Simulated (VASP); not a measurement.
Here is a VASP 6.6.1 calculation.

INCAR

```
PREC = Accurate
ENCUT = 520
EDIFF = 1E-7
ISMEAR = 0
SIGMA = 0.1
LREAL = False
LASPH = True
NELM = 100
ALGO = Normal
ISIF = 2
LWAVE = False
LCHARG = False
GGA = PE
NBANDS = 10
```

KPOINTS

```
regular mesh
0
Gamma
  7 7 7
```

Contents of POSCAR:

```
Cs
1.0
   -3.0771709509      3.0771709509      3.0771709509
    3.0771709509     -3.0771709509      3.0771709509
    3.0771709509      3.0771709509     -3.0771709509
Cs
1
Direct
    0.0000000000      0.0000000000      0.0000000000
```

Potentials or basis: VASP PAW PBE potentials, release 64 (Cs_sv).

Run with:

```bash
$ cat potpaw_PBE.64/Cs_sv/POTCAR > POTCAR
$ mpirun -np 1 vasp_std > vasp.out
```

Problem. Estimate the pressure.

Solution. 0.0 GPa.
